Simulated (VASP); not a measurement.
# SiO2 (P4_2/mnm) in VASP: a series of runs

SiO2 is run at these levels: r2SCAN; tasks: single point.

Program: VASP 6.6.1. These are calculated values, not measurements. Logs are shortened: lines on timing, memory, paths and dates and some standing lists are left out, and cuts for length are marked.

## 1. The cell of the first run

The structure is tetragonal, space group P4_2/mnm (No. 136). Conventional cell: a = 4.185 Å, b = 4.185 Å, c = 2.669 Å, α = 90.00°, β = 90.00°, γ = 90.00°. Si (site symmetry mmm) has 6 O at 1.76 to 1.81 Å within 2.3 Å. O (site symmetry m2m) has 3 Si at 1.76 to 1.81 Å and 1 O at 2.30 Å within 2.3 Å.

## 2. Single point, r2SCAN

The input, POSCAR:

```
SiO2
1.0
    4.1854060778      0.0000000000      0.0000000000
    0.0000000000      4.1854060778      0.0000000000
    0.0000000000      0.0000000000      2.6687449796
Si O
2 4
Direct
    0.5000000000      0.5000000000      0.5000000000
    0.0000000000      0.0000000000      0.0000000000
    0.6938852017      0.6938852017      0.0000000000
    0.1938852017      0.8061147983      0.5000000000
    0.3061147983      0.3061147983      0.0000000000
    0.8061147983      0.1938852017      0.5000000000
```

The input, INCAR.step1:

```
  PREC = Accurate
  ENCUT = 520
  ISMEAR = 0
  SIGMA = 0.02
  LREAL = False
  LASPH = True
  NELM = 80
  NBANDS = 25
  GGA = PE
  ALGO = Normal
  EDIFF = 1E-4
  LWAVE = True
  LCHARG = False
```

The input, INCAR.step2:

```
  PREC = Accurate
  ENCUT = 520
  EDIFF = 1E-6
  ISMEAR = 0
  SIGMA = 0.02
  LREAL = False
  LASPH = True
  NELM = 80
  ALGO = Normal
  ISIF = 2
  LWAVE = False
  LCHARG = False
  METAGGA = R2SCAN
  LMIXTAU = True
  NBANDS = 25
  ISTART = 1
```

The input, KPOINTS:

```
regular mesh
0
Gamma
  6 6 8
```

Potentials or basis: VASP PAW PBE potentials, release 64 (Si, O).

Run with:

```
cat potpaw_PBE.64/Si/POTCAR potpaw_PBE.64/O/POTCAR > POTCAR
cp INCAR.step1 INCAR
mpirun -np 1 vasp_std > vasp.out
cp INCAR.step2 INCAR
mpirun -np 1 vasp_std > vasp.out
```

OUTCAR:

```text
PREC = Accurate
   ENCUT = 520
   EDIFF = 1E-6
   ISMEAR = 0
   LREAL = False
   LASPH = True
   NELM = 80
   ISIF = 2
   METAGGA = R2SCAN
   ISTART = 1

 ion  position               nearest neighbor table
   1  0.500  0.500  0.500-   3 1.76   5 1.76   3 1.76   5 1.76   4 1.81   6 1.81
   2  0.000  0.000  0.000-   4 1.76   6 1.76   4 1.76   6 1.76   5 1.81   3 1.81
   3  0.694  0.694  0.000-   1 1.76   1 1.76   2 1.81
   4  0.194  0.806  0.500-   2 1.76   2 1.76   1 1.81
   5  0.306  0.306  0.000-   1 1.76   1 1.76   2 1.81
   6  0.806  0.194  0.500-   2 1.76   2 1.76   1 1.81

  LATTYP: Found a simple tetragonal cell.
 ALAT       =     4.1854060778
 C/A-ratio  =     0.6376310757

  Lattice vectors:

 A1 = (   4.1854060778,   0.0000000000,   0.0000000000)
 A2 = (   0.0000000000,   4.1854060778,   0.0000000000)
 A3 = (   0.0000000000,   0.0000000000,   2.6687449796)

Analysis of symmetry for initial positions (statically):
=====================================================================
 Subroutine PRICEL returns:
 Original cell was already a primitive cell.

 Routine SETGRP: Setting up the symmetry group for a
 simple tetragonal supercell.

 Subroutine GETGRP returns: Found 16 space group operations
 (whereof  8 operations were pure point group operations)
 out of a pool of 16 trial point group operations.

The static configuration has the point symmetry D_2h.
 The point group associated with its full space group is D_4h.

Analysis of symmetry for dynamics (positions and initial velocities):
=====================================================================
 Subroutine PRICEL returns:
 Original cell was already a primitive cell.

 Routine SETGRP: Setting up the symmetry group for a
 simple tetragonal supercell.

 Subroutine GETGRP returns: Found 16 space group operations
 (whereof  8 operations were pure point group operations)
 out of a pool of 16 trial point group operations.

The dynamic configuration has the point symmetry D_2h.
 The point group associated with its full space group is D_4h.

 Subroutine INISYM returns: Found 16 space group operations
 (whereof  8 operations are pure point group operations),
 and found     1 'primitive' translations

----------------------------------------------------------------------------------------

                                     Primitive cell

  volume of cell :      46.7501

  direct lattice vectors                    reciprocal lattice vectors
     4.185406078  0.000000000  0.000000000     0.238925443  0.000000000  0.000000000
     0.000000000  4.185406078  0.000000000     0.000000000  0.238925443  0.000000000
     0.000000000  0.000000000  2.668744980     0.000000000  0.000000000  0.374707965

  length of vectors
     4.185406078  4.185406078  2.668744980     0.238925443  0.238925443  0.374707965

  position of ions in fractional coordinates (direct lattice)
     0.500000000  0.500000000  0.500000000
     0.000000000  0.000000000  0.000000000
     0.693885202  0.693885202  0.000000000
     0.193885202  0.806114798  0.500000000
     0.306114798  0.306114798  0.000000000
     0.806114798  0.193885202  0.500000000

  ion indices of the primitive-cell ions
   primitive index   ion index
                 1           1
                 2           2
                 3           3
                 4           4
                 5           5
                 6           6

----------------------------------------------------------------------------------------

 KPOINTS: regular mesh

Automatic generation of k-mesh.
 Grid dimensions read from file:
 generate k-points for:    6    6    8

 Generating k-lattice:

  Cartesian coordinates                     Fractional coordinates (reciprocal lattice)
     0.039820907  0.000000000  0.000000000     0.166666667  0.000000000  0.000000000
     0.000000000  0.039820907  0.000000000     0.000000000  0.166666667  0.000000000
     0.000000000  0.000000000  0.046838496     0.000000000  0.000000000  0.125000000

  Length of vectors
     0.039820907  0.039820907  0.046838496

  Shift w.r.t. Gamma in fractional coordinates (k-lattice)
     0.000000000  0.000000000  0.000000000

 Subroutine IBZKPT returns following result:
 ===========================================

 Found     50 irreducible k-points:

 Following reciprocal coordinates:
            Coordinates               Weight
  0.000000  0.000000  0.000000      1.000000
  0.166667  0.000000  0.000000      4.000000
  0.333333  0.000000  0.000000      4.000000
  0.500000  0.000000  0.000000      2.000000
  0.166667  0.166667  0.000000      4.000000
  0.333333  0.166667  0.000000      8.000000
[... 16 lines left out ...]
  0.333333  0.000000  0.250000      8.000000
  0.500000  0.000000  0.250000      4.000000
 [... further k-points ...]
   k-points           NKPTS =     50   k-points in BZ     NKDIM =     50   number of bands    NBANDS=     25
   number of dos      NEDOS =    301   number of ions     NIONS =      6
   total plane-waves  NPLWV =  20480
   dimension x,y,z NGX =    32 NGY =   32 NGZ =   20
   dimension x,y,z NGXF=    64 NGYF=   64 NGZF=   40
   ions per type =               2   4
   NGX,Y,Z   is equivalent  to a cutoff of  12.71, 12.71, 12.46 a.u.
   NGXF,Y,Z  is equivalent  to a cutoff of  25.42, 25.42, 24.92 a.u.
 SYSTEM =  unknown system
   PREC   = accura    normal or accurate (medium, high low for compatibility)
   ISTART =      1    job   : 0-new  1-cont  2-samecut
   ICHARG =      0    charge: 1-file 2-atom 10-const
   ISPIN  =      1    spin polarized calculation?
   LNONCOLLINEAR =      F non collinear calculations
   LSORBIT =      F    spin-orbit coupling
   LASPH  =      T    aspherical Exc in radial PAW
   ENCUT  =  520.0 eV  38.22 Ry    6.18 a.u.   7.78  7.78  4.96*2*pi/ulx,y,z
   NELM   =     80;   NELMIN=  2; NELMDL=  0     # of ELM steps
   EDIFF  = 0.1E-05   stopping-criterion for ELM
   LREAL  =      F    real-space projection
   EDIFFG = 0.1E-04   stopping-criterion for IOM
   NSW    =      0    number of steps for IOM
   IBRION =     -1    ionic relax: 0-MD 1-quasi-New 2-CG
   NFREE  =      0    steps in history (QN), initial steepest desc. (CG)
   ISIF   =      2    stress and relaxation
   ISYM   =      2    0-nonsym 1-usesym 2-fastsym
   POTIM  = 0.5000    time-step for ionic-motion
   TEBEG  =    0.0;   TEEND  =   0.0 temperature during run
   PSTRESS=    0.0 pullay stress
   NELECT =      32.0000    total number of electrons
   NUPDOWN=      -1.0000    fix difference up-down
   EMIN   =  10.00;   EMAX   =-10.00  energy-range for DOS
   EFERMI =   0.00;   METHOD = LEGACY
   ISMEAR =     0;   SIGMA  =   0.02  broadening in eV -4-tet -1-fermi 0-gaus
   EFERMI_NEDOS =   21; number of points for ismear=-14 and -15
   IALGO  =     38    algorithm
   IMIX   =      4    mixing-type and parameters
     AMIX     =   0.40;   BMIX     =  1.00
     AMIX_MAG =   1.60;   BMIX_MAG =  1.00
  volume/ion in A,a.u.               =       7.79        52.58
  Fermi-wavevector in a.u.,A,eV,Ry     =   1.442771  2.726442 28.321725  2.081588
  Thomas-Fermi vector in A             =   2.561254
   LORBIT       =      0    0 simple, 1 ext, 2 COOP (PROOUT), +10 PAW based schemes
   METAGGA = R2SCAN    functional components
   LHFCALC =     F    Hartree Fock is set to
   AEXX    =    0.0000 exact exchange contribution
   IVDW    =     0    specifies the selected vdW correction
   LEPSILON=     F    determine dielectric tensor
   LRPA    =     F    only Hartree local field effects (RPA)
 non-spin polarized calculation
 Gauss-broadening in eV      SIGMA  =   0.02
  energy-cutoff  :      520.00
  volume of cell :       46.75
 maximum number of plane-waves:      1282
 NGX is ok and might be reduce to    32
   NGX = 15   NGY = 15   NGZ =  9

 number of electron      31.9999977 magnetization

 Free energy of the ion-electron system (eV)
  ---------------------------------------------------
  ext. energy  EPLUGINS =         0.00000000
  ---------------------------------------------------
  free energy    TOTEN  =       -58.78561395 eV

  energy without entropy =      -58.78561395  energy(sigma->0) =      -58.78561395

 E-fermi :   7.9966     XC(G=0): -12.8664

 val. band max:        7.7869896656   @ k =   0.0000   0.0000   0.0000
 cond. band min:      14.2953983358   @ k =   0.0000   0.0000   0.0000
 fundamental gap:      6.5084086701
 Fermi energy:         7.9965947849

 k-point     1 :       0.0000    0.0000    0.0000
  band No.  band energies     occupation
      1     -15.7441      2.00000
      2     -12.1609      2.00000
      3     -12.1609      2.00000
      4     -11.9026      2.00000
      5      -3.2428      2.00000
      6       1.2816      2.00000
[... 17 lines left out ...]
     24      23.2966      0.00000
     25      24.7690      0.00000

 k-point     2 :       0.1667    0.0000    0.0000
  band No.  band energies     occupation
      1     -15.5978      2.00000
      2     -12.7914      2.00000
      3     -12.0887      2.00000
      4     -11.5777      2.00000
      5      -3.0365      2.00000
      6       0.5275      2.00000
[... 17 lines left out ...]
     24      22.6714      0.00000
     25      24.5832      0.00000

 k-point     3 :       0.3333    0.0000    0.0000
  band No.  band energies     occupation
      1     -15.1709      2.00000
      2     -13.6659      2.00000
      3     -11.8958      2.00000
      4     -11.4964      2.00000
      5      -2.4755      2.00000
      6      -0.6109      2.00000
[... 17 lines left out ...]
     24      22.8389      0.00000
     25      23.8927      0.00000

 k-point     4 :       0.5000    0.0000    0.0000
  band No.  band energies     occupation
      1     -14.5017      2.00000
      2     -14.5017      2.00000
      3     -11.6555      2.00000
      4     -11.6555      2.00000
      5      -1.6473      2.00000
      6      -1.6473      2.00000
[... 17 lines left out ...]
     24      22.5189      0.00000
     25      23.9621      0.00000

 k-point     5 :       0.1667    0.1667    0.0000
  band No.  band energies     occupation
      1     -15.4555      2.00000
      2     -12.9721      2.00000
      3     -12.2498      2.00000
      4     -11.4882      2.00000
      5      -2.8071      2.00000
      6       0.4270      2.00000
[... 17 lines left out ...]
     24      22.4760      0.00000
     25      24.4678      0.00000

 k-point     6 :       0.3333    0.1667    0.0000
  band No.  band energies     occupation
      1     -15.0418      2.00000
      2     -13.6336      2.00000
      3     -12.1364      2.00000
      4     -11.5704      2.00000
      5      -2.2005      2.00000
      6      -0.3880      2.00000
[... 17 lines left out ...]
     24      22.6302      0.00000
     25      24.0636      0.00000
[... 393 lines left out ...]
 k-point    21 :       0.0000    0.0000    0.2500
  band No.  band energies     occupation
      1     -14.9402      2.00000
      2     -11.9430      2.00000
      3     -11.7913      2.00000
      4     -11.7913      2.00000
      5      -2.9506      2.00000
      6       0.9245      2.00000
[... 17 lines left out ...]
     24      22.9820      0.00000
     25      23.1312      0.00000

 k-point    22 :       0.1667    0.0000    0.2500
  band No.  band energies     occupation
      1     -14.8079      2.00000
      2     -12.4267      2.00000
      3     -11.7479      2.00000
      4     -11.5451      2.00000
      5      -2.6800      2.00000
      6       0.4391      2.00000
[... 17 lines left out ...]
     24      22.6422      0.00000
     25      23.0524      0.00000

 k-point    23 :       0.3333    0.0000    0.2500
  band No.  band energies     occupation
      1     -14.4252      2.00000
      2     -13.1279      2.00000
      3     -11.6374      2.00000
      4     -11.4556      2.00000
      5      -1.9676      2.00000
      6      -0.1461      2.00000
[... 17 lines left out ...]
     24      21.8180      0.00000
     25      22.7271      0.00000

 k-point    24 :       0.5000    0.0000    0.2500
  band No.  band energies     occupation
      1     -13.8372      2.00000
      2     -13.8372      2.00000
      3     -11.5141      2.00000
      4     -11.5141      2.00000
      5      -1.0376      2.00000
      6      -1.0376      2.00000
[... 17 lines left out ...]
     24      21.8266      0.00000
     25      22.6199      0.00000

 [... further k-points ...]
[... 5 lines left out ...]
  --------------------------------------------------------------------------------------
  -------------------------------------------------------------------------------------
  Total        0.0212322      0.0212322      0.2912957      0.0000000      0.0000000      0.0000000
  in kB        0.7276512      0.7276512      9.9830295      0.0000000      0.0000000      0.0000000
  external PRESSURE =       3.8127773 kB  Pullay stress =       0.0000000 kB

 VOLUME and BASIS-vectors are now :
 -----------------------------------------------------------------------------
  energy-cutoff  :      520.00
  volume of cell :       46.75
      direct lattice vectors                 reciprocal lattice vectors
     4.185406078  0.000000000  0.000000000     0.238925443  0.000000000  0.000000000
     0.000000000  4.185406078  0.000000000     0.000000000  0.238925443  0.000000000
     0.000000000  0.000000000  2.668744980     0.000000000  0.000000000  0.374707965

 POSITION                                       TOTAL-FORCE (eV/Angst)
 -----------------------------------------------------------------------------------
      2.09270      2.09270      1.33437        -0.000000     -0.000000      0.000000
      0.00000      0.00000      0.00000        -0.000000     -0.000000      0.000000
      2.90419      2.90419      0.00000         0.016333      0.016333      0.000000
      0.81149      3.37392      1.33437         0.016333     -0.016333      0.000000
      1.28121      1.28121      0.00000        -0.016333     -0.016333     -0.000000
      3.37392      0.81149      1.33437        -0.016333      0.016333      0.000000
 -----------------------------------------------------------------------------------
    total drift:                                0.000000      0.000000      0.000000

  FREE ENERGIE OF THE ION-ELECTRON SYSTEM (eV)
  ---------------------------------------------------
  free  energy   TOTEN  =       -58.7856139508 eV

  energy  without entropy=      -58.7856139508  energy(sigma->0) =      -58.78561395
```

It took 2 min on 1 thread of Intel Xeon Platinum 8259CL at 2.50GHz (Skylake/Cascade Lake), shared host; peak memory 0.18 GiB.

What came out:

- Free energy: -58.7856 eV
- Pressure: 0.4 GPa
- Largest force: 0.023 eV/Å
- Band gap on the k mesh: 6.51 eV, direct

Forces in eV/Å, atoms in the order of the input:
```
Si   0.000  0.000  0.000
Si   0.000  0.000  0.000
O    0.016  0.016  0.000
O    0.016 -0.016  0.000
O   -0.016 -0.016  0.000
O   -0.016  0.016  0.000
```

Levels at points of the mesh, in eV from the valence-band top:
| k point | band 13 | band 14 | band 15 | band 16 | band 17 | band 18 | band 19 | band 20 |
| --- | --- | --- | --- | --- | --- | --- | --- | --- |
| (0.00, 0.00, 0.00) | -2.52 | -0.88 | -0.88 | 0.00 | 6.51 | 7.64 | 9.47 | 9.47 |
| (0.50, 0.00, 0.00) | -2.72 | -2.72 | -1.08 | -1.08 | 8.70 | 8.70 | 10.05 | 10.05 |
| (0.50, 0.50, 0.00) | -2.68 | -2.68 | -2.32 | -2.32 | 8.39 | 8.39 | 11.05 | 11.05 |
| (0.00, 0.00, 0.50) | -3.10 | -3.10 | -2.71 | -2.71 | 10.14 | 10.14 | 13.74 | 13.74 |
| (0.50, 0.00, 0.50) | -2.31 | -2.31 | -1.80 | -1.80 | 9.81 | 9.81 | 10.88 | 10.88 |
| (0.50, 0.50, 0.50) | -1.78 | -1.78 | -1.60 | -1.60 | 8.15 | 8.15 | 12.00 | 12.00 |

Caveat: the PAW data sets were made with another functional, which shifts forces and pressure a little. A k mesh can miss the band edges.

## 3. Single point, r2SCAN

POSCAR is that of step 2.

The input, INCAR.step1:

```
SYSTEM = SiO2
  PREC = Accurate
  ENCUT = 520
  ISMEAR = 0
  SIGMA = 0.05
  LREAL = .FALSE.
  LASPH = .TRUE.
  NELM = 100
  NBANDS = 25
  GGA = PE
  ALGO = Normal
  EDIFF = 1E-4
  LWAVE = .TRUE.
  LCHARG = .FALSE.
```

The input, INCAR.step2:

```
SYSTEM = SiO2
  PREC = Accurate
  ENCUT = 520
  EDIFF = 1E-7
  ISMEAR = 0
  SIGMA = 0.05
  LREAL = .FALSE.
  LASPH = .TRUE.
  NELM = 100
  ALGO = Normal
  ISIF = 2
  LWAVE = .FALSE.
  LCHARG = .FALSE.
  METAGGA = R2SCAN
  LMIXTAU = .TRUE.
  NBANDS = 25
  ISTART = 1
```

The input, KPOINTS:

```
Automatic mesh
0
G
  6 6 8
  0 0 0
```

Potentials or basis: VASP PAW PBE potentials, release 64 (Si, O).

Run with:

```
cat potpaw_PBE.64/Si/POTCAR potpaw_PBE.64/O/POTCAR > POTCAR
cp INCAR.step1 INCAR
mpirun -np 1 vasp_std > vasp.out
cp INCAR.step2 INCAR
mpirun -np 1 vasp_std > vasp.out
```

Wall time 2.2 min (1 thread of Intel Xeon Platinum 8259CL at 2.50GHz (Skylake/Cascade Lake), shared host); peak memory 0.18 GiB.

It converged, with:

| Item | Value |
| --- | --- |
| Free energy | -58.7856 eV |
| Pressure | 0.4 GPa |
| Largest force | 0.023 eV/Å |
| Band gap on the k mesh | 6.51 eV, direct |

Forces in eV/Å, atoms in the order of the input:
```
Si   0.000  0.000  0.000
Si   0.000  0.000  0.000
O    0.016  0.016  0.000
O    0.016 -0.016  0.000
O   -0.016 -0.016  0.000
O   -0.016  0.016  0.000
```

Stress tensor (GPa, compression positive):
```
0.09 0.00 0.00
0.00 0.09 0.00
0.00 0.00 1.01
```

Levels at points of the mesh, in eV from the valence-band top:
| k point | band 14 | band 15 | band 16 | band 17 | band 18 | band 19 |
| --- | --- | --- | --- | --- | --- | --- |
| (0.00, 0.00, 0.00) | -0.88 | -0.88 | 0.00 | 6.51 | 7.64 | 9.47 |
| (0.50, 0.00, 0.00) | -2.72 | -1.08 | -1.08 | 8.70 | 8.70 | 10.05 |
| (0.50, 0.50, 0.00) | -2.68 | -2.32 | -2.32 | 8.39 | 8.39 | 11.05 |
| (0.00, 0.00, 0.50) | -3.10 | -2.71 | -2.71 | 10.14 | 10.14 | 13.74 |
| (0.50, 0.00, 0.50) | -2.31 | -1.80 | -1.80 | 9.81 | 9.81 | 10.88 |
| (0.50, 0.50, 0.50) | -1.78 | -1.60 | -1.60 | 8.15 | 8.15 | 12.00 |

Caveat: the PAW data sets were made with another functional, which shifts forces and pressure a little.
